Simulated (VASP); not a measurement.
Runs of VASP 6.6.1 on Cu3Pt. The structure is that of space group Pm-3m (No. 221), or close to it. The cells are those of the table. 

```tsv
task	cell	cutoff (eV)	gap on the mesh (eV)	pressure (GPa)
single point	a = 3.538 Å, 4 atoms	520	none	21.0
relaxation of cell and atoms	relaxed from a = 3.710 Å, 4 atoms	600	none	0.0
single point	a = 3.473 Å, 4 atoms	520	none	(a)
single point	a = 3.628 Å, 4 atoms	520	none	0.9
single point	a = 3.579 Å, 4 atoms	520	none	10.9
```

Alike in all rows: level LDA; potentials or basis VASP PAW LDA potentials, release 64 (Cu, Pt); no spin polarisation; k mesh 6 × 6 × 6; smearing fermi-dirac 0.1 eV.

Q: Fill in the values left out.

A: (a) 41.2.

Caveats: spin-orbit coupling is left out, which moves the levels of the heavy elements.

A k mesh can miss the band edges, and the runs leave out spin-orbit coupling on Pt.

A gap of «none» marks levels without a gap at the run's occupations.
